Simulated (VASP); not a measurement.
A run of VASP 6.6.1 is set up as follows.

The input POSCAR:

```
Pd
1.0
    0.0000000000      2.8696511985      2.8696511985
    2.8696511985      0.0000000000      2.8696511985
    2.8696511985      2.8696511985      0.0000000000
Pd
2
Direct
    0.1250000000      0.1250000000      0.1250000000
    0.8750000000      0.8750000000      0.8750000000
```

File INCAR.step1:

```
ALGO = Normal
EDIFF = 1E-4
ENCUT = 520
GGA = PE
ISMEAR = -1
LASPH = True
LCHARG = False
LREAL = False
LWAVE = True
NBANDS = 17
NELM = 100
PREC = Accurate
SIGMA = 0.1
```

File INCAR.step2:

```
ALGO = Normal
EDIFF = 1E-6
ENCUT = 520
ISIF = 2
ISMEAR = -1
ISTART = 1
LASPH = True
LCHARG = False
LMIXTAU = True
LREAL = False
LWAVE = False
METAGGA = R2SCAN
NBANDS = 17
NELM = 100
PREC = Accurate
SIGMA = 0.1
```

KPOINTS

```
k-points
0
Gamma
  16 16 16
```

Potentials or basis: VASP PAW PBE potentials, release 64 (Pd).

Run with:

```bash
$ cat potpaw_PBE.64/Pd/POTCAR > POTCAR
$ cp INCAR.step1 INCAR
$ mpirun -np 1 vasp_std > vasp.out
$ cp INCAR.step2 INCAR
$ mpirun -np 1 vasp_std > vasp.out
```

**Question.** What does it give for the band gap on the k mesh?

**Answer.** Zero (bands 10 and 11 overlap by 0.42 eV).

**Question.** Estimate the pressure.

**Answer.** 0.0 GPa.

Caveat: the PAW data sets were made with another functional, which shifts forces and pressure a little.
